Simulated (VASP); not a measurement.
## Au: single point with PBEsol

The system is Au.

```
Au
1.0
     2.74841    0.00000    0.00000
     0.00000    2.74841    0.00000
     0.00000    0.00000    2.74841
Au
1
Direct
  0.50000 0.50000 0.50000
```

- Program: VASP 6.6.1
- Task: single point
- Functional: PBEsol
- Potentials or basis: VASP PAW PBE potentials, release 64 (Au)
- Cutoff: 520 eV
- k mesh: 7 × 7 × 7
- Occupations: fermi-dirac, width 0.05 eV
- Spin: non-collinear spin, zero start, spin-orbit coupling
- Starting moments: [[0.0, 0.0, 0.0]] μB
- Dipole correction: no
- Further INCAR settings: ALGO = Normal; EDIFF = 1e-06; NBANDS = 22

```
Pressure                                              : -8.0 GPa
Net moment                                            : 0.00 μB per cell
Valence electrons inside the program's atomic spheres : Au 9.59
```

Moments on the atoms (μB; x, y, z):
```
Au  0.00 0.00 0.00
```

Run time: 13 s on 1 thread of Intel Xeon 6975P-C, on a shared host, peak memory 0.16 GiB.

Caveat: the PAW data sets were made with another functional, which shifts forces and pressure a little.
